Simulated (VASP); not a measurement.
# TiSi16 (a cell with a defect) in VASP: further runs

The runs below take TiSi16 (a cell with a defect) through single point, with PBE.

All numbers are computed with VASP 6.6.1; they aren't measurements. Logs are shortened: lines on timing, memory, paths and dates and some standing lists are left out, and cuts for length are marked.

**1. The cell of the first run**

The cell holds a defect, 17 atoms: a = 7.679 Å, b = 7.679 Å, c = 7.679 Å, α = 60.00°, β = 60.00°, γ = 60.00°.

**2. Single point, PBE**

INCAR

```
ALGO     = Normal         # electronic algorithm
EDIFF    = 1E-6           # SCF threshold, eV
ENCUT    = 520            # plane-wave cutoff, eV
GGA      = PE             # functional
ISIF     = 2              # what is computed and relaxed
ISMEAR   = 0              # smearing method
LASPH    = True           # aspherical terms in the spheres
LCHARG   = True           # write CHGCAR
LELF     = True           # ELF
LREAL    = Auto         
LVHAR    = True         
LWAVE    = False          # write WAVECAR
NBANDS   = 52             # bands
NELM     = 100            # most SCF steps
PREC     = Accurate       # precision mode
SIGMA    = 0.02           # smearing width, eV
```

KPOINTS

```
k-points
0
Gamma
  2 2 2
```

POSCAR

```
TiSi16
1.0
    0.0000000000      5.4300000000      5.4300000000
    5.4300000000      0.0000000000      5.4300000000
    5.4300000000      5.4300000000      0.0000000000
Si Ti
16 1
Direct
    0.0162801105     -0.0471517495      0.0153843462
    0.1172307551      0.1116604052      0.1165086556
   -0.0239456722      0.0088174954      0.5077003683
    0.1170079190      0.1122581952      0.6546040516
   -0.0012600368      0.4881346225     -0.0021014733
    0.1387409761      0.5859930939      0.1377693370
   -0.0014129834      0.4886037753      0.5153253223
    0.1152720994      0.6360074586      0.6245691529
    0.5085734807      0.0089714549     -0.0248883978
    0.6555476980      0.1124222836      0.1160819521
    0.5084387661      0.0093908840      0.5074783610
    0.6097915285      0.1729430939      0.6088812155
    0.5162077348      0.4887047882     -0.0023261510
    0.6253982505      0.6361395028      0.1143945672
    0.4855547882      0.5455582873      0.4846914365
    0.6252714549      0.6365169429      0.6243569061
    0.2723378453      0.1849700737      0.2713864641
```

Potentials or basis: VASP PAW PBE potentials, release 64 (Si, Ti_sv).

Launch:

```
> cat potpaw_PBE.64/Si/POTCAR potpaw_PBE.64/Ti_sv/POTCAR > POTCAR
> mpirun -np 1 vasp_std > vasp.out
```

OUTCAR:

```text
EDIFF = 1E-6
   ENCUT = 520
   GGA = PE
   ISIF = 2
   ISMEAR = 0
   LASPH = True
   LREAL = Auto
   NELM = 100
   PREC = Accurate

 ion  position               nearest neighbor table
   1  0.016  0.953  0.015-  10 2.28   4 2.28   2 2.28   6 2.30
   2  0.117  0.112  0.117-   1 2.28   5 2.36  17 2.43   3 2.46   9 2.46
   3  0.976  0.009  0.508-  12 2.31   8 2.34   2 2.46   4 2.46  17 2.61
   4  0.117  0.112  0.655-   1 2.28   7 2.36  17 2.43   3 2.46  11 2.46
   5  0.999  0.488  0.998-   8 2.35  14 2.35   2 2.36   6 2.38  17 2.98
   6  0.139  0.586  0.138-   1 2.30  13 2.37   7 2.37   5 2.38  17 2.51
   7  0.999  0.489  0.515-   8 2.35  16 2.35   4 2.36   6 2.37  17 2.98
   8  0.115  0.636  0.625-  15 2.33   3 2.34   7 2.35   5 2.35
   9  0.509  0.009  0.975-  12 2.31  14 2.34  10 2.46   2 2.46  17 2.61
  10  0.656  0.112  0.116-   1 2.28  13 2.36  17 2.43   9 2.46  11 2.46
  11  0.508  0.009  0.507-  12 2.31  16 2.34  10 2.46   4 2.46  17 2.61
  12  0.610  0.173  0.609-   9 2.31  11 2.31   3 2.31  15 2.34
  13  0.516  0.489  0.998-  16 2.35  14 2.35  10 2.36   6 2.37  17 2.98
  14  0.625  0.636  0.114-  15 2.33   9 2.34  13 2.35   5 2.35
  15  0.486  0.546  0.485-   8 2.33  14 2.33  16 2.33  12 2.34
  16  0.625  0.637  0.624-  15 2.33  11 2.34  13 2.35   7 2.35
  17  0.272  0.185  0.271-   2 2.43   4 2.43  10 2.43   6 2.51   9 2.61  11 2.61   3 2.61   5 2.98
                             7 2.98  13 2.98

  LATTYP: Found a face centered cubic cell.
 ALAT       =    10.8600000000

  Lattice vectors:

 A1 = (   0.0000000000,   5.4300000000,   5.4300000000)
 A2 = (   5.4300000000,   0.0000000000,   5.4300000000)
 A3 = (   5.4300000000,   5.4300000000,   0.0000000000)

Analysis of symmetry for initial positions (statically):
=====================================================================
 Subroutine PRICEL returns:
 Original cell was already a primitive cell.

 Routine SETGRP: Setting up the symmetry group for a
 face centered cubic supercell.

 Subroutine GETGRP returns: Found  1 space group operations
 (whereof  1 operations were pure point group operations)
 out of a pool of 48 trial point group operations.

The static configuration has the point symmetry C_1 .

Analysis of symmetry for dynamics (positions and initial velocities):
=====================================================================
 Subroutine PRICEL returns:
 Original cell was already a primitive cell.

 Routine SETGRP: Setting up the symmetry group for a
 face centered cubic supercell.

 Subroutine GETGRP returns: Found  1 space group operations
 (whereof  1 operations were pure point group operations)
 out of a pool of 48 trial point group operations.

The dynamic configuration has the point symmetry C_1 .

 Subroutine INISYM returns: Found  1 space group operations
 (whereof  1 operations are pure point group operations),
 and found     1 'primitive' translations

----------------------------------------------------------------------------------------

                                     Primitive cell

  volume of cell :     320.2060

  direct lattice vectors                    reciprocal lattice vectors
     0.000000000  5.430000000  5.430000000    -0.092081031  0.092081031  0.092081031
     5.430000000  0.000000000  5.430000000     0.092081031 -0.092081031  0.092081031
     5.430000000  5.430000000  0.000000000     0.092081031  0.092081031 -0.092081031

  length of vectors
     7.679179644  7.679179644  7.679179644     0.159489025  0.159489025  0.159489025

  position of ions in fractional coordinates (direct lattice)
     0.016280110  0.952848250  0.015384346
     0.117230755  0.111660405  0.116508656
     0.976054328  0.008817495  0.507700368
     0.117007919  0.112258195  0.654604052
     0.998739963  0.488134622  0.997898527
     0.138740976  0.585993094  0.137769337
[... 9 lines left out ...]
     0.625271455  0.636516943  0.624356906
     0.272337845  0.184970074  0.271386464

  ion indices of the primitive-cell ions
   primitive index   ion index
                 1           1
                 2           2
                 3           3
                 4           4
                 5           5
                 6           6
[... 9 lines left out ...]
                16          16
                17          17

----------------------------------------------------------------------------------------

 KPOINTS: k-points

Automatic generation of k-mesh.
 Grid dimensions read from file:
 generate k-points for:    2    2    2

 Generating k-lattice:

  Cartesian coordinates                     Fractional coordinates (reciprocal lattice)
    -0.046040516  0.046040516  0.046040516     0.500000000  0.000000000  0.000000000
     0.046040516 -0.046040516  0.046040516     0.000000000  0.500000000  0.000000000
     0.046040516  0.046040516 -0.046040516     0.000000000  0.000000000  0.500000000

  Length of vectors
     0.079744512  0.079744512  0.079744512

  Shift w.r.t. Gamma in fractional coordinates (k-lattice)
     0.000000000  0.000000000  0.000000000

 Subroutine IBZKPT returns following result:
 ===========================================

 Found      8 irreducible k-points:

 Following reciprocal coordinates:
            Coordinates               Weight
  0.000000  0.000000  0.000000      1.000000
  0.500000  0.000000  0.000000      1.000000
  0.000000  0.500000  0.000000      1.000000
  0.000000  0.000000  0.500000      1.000000
  0.500000  0.500000  0.500000      1.000000
  0.500000  0.500000  0.000000      1.000000
  0.000000  0.500000  0.500000      1.000000
  0.500000  0.000000  0.500000      1.000000
   k-points           NKPTS =      8   k-points in BZ     NKDIM =      8   number of bands    NBANDS=     52
   number of dos      NEDOS =    301   number of ions     NIONS =     17
   total plane-waves  NPLWV = 216000
   dimension x,y,z NGX =    60 NGY =   60 NGZ =   60
   dimension x,y,z NGXF=   120 NGYF=  120 NGZF=  120
   ions per type =              16   1
   NGX,Y,Z   is equivalent  to a cutoff of  12.99, 12.99, 12.99 a.u.
   NGXF,Y,Z  is equivalent  to a cutoff of  25.98, 25.98, 25.98 a.u.
 SYSTEM =  unknown system
   PREC   = accura    normal or accurate (medium, high low for compatibility)
   ISTART =      0    job   : 0-new  1-cont  2-samecut
   ICHARG =      2    charge: 1-file 2-atom 10-const
   ISPIN  =      1    spin polarized calculation?
   LNONCOLLINEAR =      F non collinear calculations
   LSORBIT =      F    spin-orbit coupling
   LASPH  =      T    aspherical Exc in radial PAW
   ENCUT  =  520.0 eV  38.22 Ry    6.18 a.u.  14.28 14.28 14.28*2*pi/ulx,y,z
   NELM   =    100;   NELMIN=  2; NELMDL= -5     # of ELM steps
   EDIFF  = 0.1E-05   stopping-criterion for ELM
   LREAL  =      T    real-space projection
   EDIFFG = 0.1E-04   stopping-criterion for IOM
   NSW    =      0    number of steps for IOM
   IBRION =     -1    ionic relax: 0-MD 1-quasi-New 2-CG
   NFREE  =      0    steps in history (QN), initial steepest desc. (CG)
   ISIF   =      2    stress and relaxation
   ISYM   =      2    0-nonsym 1-usesym 2-fastsym
   POTIM  = 0.5000    time-step for ionic-motion
   TEBEG  =    0.0;   TEEND  =   0.0 temperature during run
   PSTRESS=    0.0 pullay stress
   NELECT =      76.0000    total number of electrons
   NUPDOWN=      -1.0000    fix difference up-down
   EMIN   =  10.00;   EMAX   =-10.00  energy-range for DOS
   EFERMI =   0.00;   METHOD = LEGACY
   ISMEAR =     0;   SIGMA  =   0.02  broadening in eV -4-tet -1-fermi 0-gaus
   EFERMI_NEDOS =   21; number of points for ismear=-14 and -15
   IALGO  =     38    algorithm
   IMIX   =      4    mixing-type and parameters
     AMIX     =   0.40;   BMIX     =  1.00
     AMIX_MAG =   1.60;   BMIX_MAG =  1.00
  volume/ion in A,a.u.               =      18.84       127.11
  Fermi-wavevector in a.u.,A,eV,Ry     =   1.013607  1.915439 13.978610  1.027399
  Thomas-Fermi vector in A             =   2.146786
   LORBIT       =      0    0 simple, 1 ext, 2 COOP (PROOUT), +10 PAW based schemes
   GGA     = PE    functional components
   LHFCALC =     F    Hartree Fock is set to
   AEXX    =    0.0000 exact exchange contribution
   IVDW    =     0    specifies the selected vdW correction
   LEPSILON=     F    determine dielectric tensor
   LRPA    =     F    only Hartree local field effects (RPA)
 non-spin polarized calculation
 Gauss-broadening in eV      SIGMA  =   0.02
  energy-cutoff  :      520.00
  volume of cell :      320.21
 maximum number of plane-waves:      8646
 NGX is ok and might be reduce to    60
   NGX = 29   NGY = 29   NGZ = 29

 number of electron      76.0000002 magnetization

 Free energy of the ion-electron system (eV)
  ---------------------------------------------------
  ext. energy  EPLUGINS =         0.00000000
  ---------------------------------------------------
  free energy    TOTEN  =       -91.65456965 eV

  energy without entropy =      -91.64474064  energy(sigma->0) =      -91.64965514

 E-fermi :   6.8952     XC(G=0):  -9.7637

 val. band max:        6.8947504916   @ k =   0.5000   0.5000   0.5000
 cond. band min:       6.8955150470   @ k =   0.0000   0.0000   0.5000
 fundamental gap:      0.0007645554
 Fermi energy:         6.8952296985

 k-point     1 :       0.0000    0.0000    0.0000
  band No.  band energies     occupation
      1     -49.9109      2.00000
      2     -26.3106      2.00000
      3     -26.2620      2.00000
      4     -26.2606      2.00000
      5      -5.6977      2.00000
      6      -3.5065      2.00000
[... 42 lines left out ...]
     49       8.3087      0.00000
     50       8.5650      0.00000

 k-point     2 :       0.5000    0.0000    0.0000
  band No.  band energies     occupation
      1     -49.9109      2.00000
      2     -26.3106      2.00000
      3     -26.2620      2.00000
      4     -26.2606      2.00000
      5      -4.9857      2.00000
      6      -4.7789      2.00000
[... 42 lines left out ...]
     49       9.5015      0.00000
     50       9.7576      0.00000

 k-point     3 :       0.0000    0.5000    0.0000
  band No.  band energies     occupation
      1     -49.9109      2.00000
      2     -26.3106      2.00000
      3     -26.2620      2.00000
      4     -26.2606      2.00000
      5      -4.9351      2.00000
      6      -4.8439      2.00000
[... 42 lines left out ...]
     49       9.5109      0.00000
     50       9.9256      0.00000

 k-point     4 :       0.0000    0.0000    0.5000
  band No.  band energies     occupation
      1     -49.9109      2.00000
      2     -26.3106      2.00000
      3     -26.2620      2.00000
      4     -26.2606      2.00000
      5      -4.9856      2.00000
      6      -4.7791      2.00000
[... 42 lines left out ...]
     49       9.5022      0.00000
     50       9.7584      0.00000

 k-point     5 :       0.5000    0.5000    0.5000
  band No.  band energies     occupation
      1     -49.9109      2.00000
      2     -26.3106      2.00000
      3     -26.2620      2.00000
      4     -26.2606      2.00000
      5      -4.9856      2.00000
      6      -4.7790      2.00000
[... 42 lines left out ...]
     49       9.5012      0.00000
     50       9.7612      0.00000

 k-point     6 :       0.5000    0.5000    0.0000
  band No.  band energies     occupation
      1     -49.9109      2.00000
      2     -26.3106      2.00000
      3     -26.2620      2.00000
      4     -26.2606      2.00000
      5      -4.6640      2.00000
      6      -4.5744      2.00000
[... 42 lines left out ...]
     49       9.8864      0.00000
     50      10.4874      0.00000

 k-point     7 :       0.0000    0.5000    0.5000
  band No.  band energies     occupation
      1     -49.9109      2.00000
      2     -26.3106      2.00000
      3     -26.2620      2.00000
      4     -26.2606      2.00000
      5      -4.6635      2.00000
      6      -4.5749      2.00000
[... 42 lines left out ...]
     49       9.8866      0.00000
     50      10.4873      0.00000

 k-point     8 :       0.5000    0.0000    0.5000
  band No.  band energies     occupation
      1     -49.9109      2.00000
      2     -26.3106      2.00000
      3     -26.2620      2.00000
      4     -26.2606      2.00000
      5      -4.6630      2.00000
      6      -4.5753      2.00000
[... 42 lines left out ...]
     49       9.8874      0.00000
     50      10.4874      0.00000
 [bands above 50 left out]

------------------------ aborting loop because EDIFF is reached ----------------------------------------

  FORCE on cell =-STRESS in cart. coord.  units (eV):
  Direction    XX          YY          ZZ          XY          YZ          ZX
  --------------------------------------------------------------------------------------
  -------------------------------------------------------------------------------------
  Total        7.7704787      7.8151725      7.7586690      0.5958094      0.5800220     -0.5932076
  in kB       38.8802341     39.1038632     38.8211435      2.9811815      2.9021879     -2.9681635
  external PRESSURE =      38.9350803 kB  Pullay stress =       0.0000000 kB

 VOLUME and BASIS-vectors are now :
 -----------------------------------------------------------------------------
  energy-cutoff  :      520.00
  volume of cell :      320.21
      direct lattice vectors                 reciprocal lattice vectors
     0.000000000  5.430000000  5.430000000    -0.092081031  0.092081031  0.092081031
     5.430000000  0.000000000  5.430000000     0.092081031 -0.092081031  0.092081031
     5.430000000  5.430000000  0.000000000     0.092081031  0.092081031 -0.092081031

 POSITION                                       TOTAL-FORCE (eV/Angst)
 -----------------------------------------------------------------------------------
      5.25750      0.17194      5.26237         0.018683     -0.016706      0.021937
      1.23896      1.26921      1.24288        -0.073362      0.321773     -0.075206
      2.80469      8.05679      5.34785        -0.112320      0.111699      0.028335
      4.16406      4.18985      1.24492        -0.318999      0.070236     -0.075237
      8.06916     10.84175      8.07373        -0.071176      0.011211     -0.073555
      3.93003      1.50145      3.93531         0.119349     -0.117209      0.119029
[... 9 lines left out ...]
      6.84655      6.78548      6.85151        -0.085561      0.043863     -0.086986
      2.47802      2.95242      2.48318         1.108547     -1.109343      1.102950
 -----------------------------------------------------------------------------------
    total drift:                                0.001896     -0.005776     -0.012124

  FREE ENERGIE OF THE ION-ELECTRON SYSTEM (eV)
  ---------------------------------------------------
  free  energy   TOTEN  =       -91.6545696488 eV

  energy  without entropy=      -91.6447406366  energy(sigma->0) =      -91.64965514
```

Wall time 3.4 min (1 thread of Intel Xeon 6975P-C (Granite Rapids), shared host); peak memory 0.49 GiB.

What came out:

```
Free energy            : -91.6546 eV
Pressure               : 3.9 GPa
Largest force          : 1.917 eV/Å
Band gap on the k mesh : zero (bands 38 and 39 overlap by 0.30 eV)
```

Forces on the atoms (eV/Å):
```
Si   0.019 -0.017  0.022
Si  -0.073  0.322 -0.075
Si  -0.112  0.112  0.028
Si  -0.319  0.070 -0.075
Si  -0.071  0.011 -0.074
Si   0.119 -0.117  0.119
Si  -0.014  0.072 -0.074
Si  -0.084  0.084 -0.038
Si   0.029  0.114 -0.118
Si  -0.073  0.071 -0.315
Si  -0.116 -0.025 -0.118
Si  -0.094  0.094 -0.090
Si  -0.077  0.076 -0.011
Si  -0.043  0.084 -0.085
Si  -0.115  0.115 -0.112
Si  -0.086  0.044 -0.087
Ti   1.109 -1.109  1.103
```

Caveat: the k points lie up to 0.50 Å⁻¹ apart.

**3. Single point, PBE**

Changes to INCAR since step 2:

```diff
@@ -13,3 +13,3 @@
 NBANDS   = 52             # bands
-NELM     = 100            # most SCF steps
+NELM     = 60             # most SCF steps
 PREC     = Accurate       # precision mode
```

KPOINTS is that of step 2.

POSCAR

```
TiSi16
1.0
    0.0000000000      5.4300000000      5.4300000000
    5.4300000000      0.0000000000      5.4300000000
    5.4300000000      5.4300000000      0.0000000000
Si Ti
16 1
Direct
    0.0177260589     -0.0514938306      0.0167177716
    0.1125751381      0.1163819521      0.1119395948
   -0.0280097606      0.0088114180      0.5096635359
    0.1123624309      0.1169784530      0.6588961326
   -0.0004377532      0.4881545120     -0.0012780847
    0.1421525783      0.5755273481      0.1412039595
   -0.0006353591      0.4886766114      0.5134930018
    0.1141040516      0.6361804788      0.6249837937
    0.5106128913      0.0089801105     -0.0289546961
    0.6599163904      0.1171320442      0.1114475138
    0.5103997238      0.0094779926      0.5092774401
    0.6093191529      0.1742635359      0.6083655617
    0.5144141805      0.4888038674     -0.0015806630
    0.6258430939      0.6363421731      0.1131898711
    0.4845570902      0.5484198895      0.4836642726
    0.6256850829      0.6367841621      0.6247176796
    0.2939869245      0.1199051565      0.2930189687
```

Potentials or basis: VASP PAW PBE potentials, release 64 (Si, Ti_sv).

Launch:

```
> cat potpaw_PBE.64/Si/POTCAR potpaw_PBE.64/Ti_sv/POTCAR > POTCAR
> mpirun -np 1 vasp_std > vasp.out
```

Run time: 2.7 min. Hardware: 1 thread of Intel Xeon 6975P-C (Granite Rapids), shared host; peak memory 0.5 GiB.

It converged, with:

```yaml
Free_energy: -90.8239 eV
Pressure: 5.1 GPa
Largest_force: 1.791 eV/Å
Band_gap_on_the_k_mesh: zero (bands 38 and 39 overlap by 0.48 eV)
```

Forces on the atoms (eV/Å):
```
Si  -0.103  0.102 -0.104
Si  -0.131 -0.010 -0.127
Si  -0.069  0.068  0.053
Si   0.015  0.131 -0.127
Si  -0.070  0.034 -0.070
Si  -0.098  0.099 -0.100
Si  -0.033  0.068 -0.069
Si  -0.076  0.077 -0.041
Si   0.053  0.066 -0.069
Si  -0.129  0.129  0.018
Si  -0.066 -0.055 -0.068
Si  -0.049  0.048 -0.050
Si  -0.069  0.069 -0.032
Si  -0.043  0.078 -0.077
Si  -0.090  0.090 -0.088
Si  -0.077  0.043 -0.077
Ti   1.035 -1.038  1.029
```

Stress tensor (GPa, compression positive):
```
 5.11  0.95 -0.95
 0.95  5.10  0.94
-0.95  0.94  5.10
```

Levels at points of the mesh, in eV from the Fermi level:
| k point | band 36 | band 37 | band 38 | band 39 | band 40 | band 41 |
| --- | --- | --- | --- | --- | --- | --- |
| (0.00, 0.00, 0.00) | -0.79 | -0.41 | -0.28 | -0.27 | -0.11 | -0.11 |
| (0.50, 0.00, 0.00) | -1.23 | -0.57 | -0.01 | 0.29 | 0.51 | 0.73 |
| (0.00, 0.50, 0.00) | -1.37 | -0.26 | -0.25 | -0.03 | 0.61 | 0.74 |
| (0.00, 0.00, 0.50) | -1.23 | -0.57 | -0.01 | 0.29 | 0.52 | 0.73 |
| (0.50, 0.50, 0.50) | -1.23 | -0.57 | -0.01 | 0.29 | 0.51 | 0.73 |
| (0.50, 0.50, 0.00) | -1.77 | -0.23 | 0.21 | 0.26 | 0.31 | 0.93 |
| (0.00, 0.50, 0.50) | -1.77 | -0.23 | 0.21 | 0.26 | 0.31 | 0.93 |
| (0.50, 0.00, 0.50) | -1.77 | -0.23 | 0.21 | 0.26 | 0.31 | 0.93 |

Caveat: the k points lie up to 0.50 Å⁻¹ apart.

(Part 1 of 2 ends here.)

The gap in the log of VASP goes by the Fermi energy; the results here count the filled bands.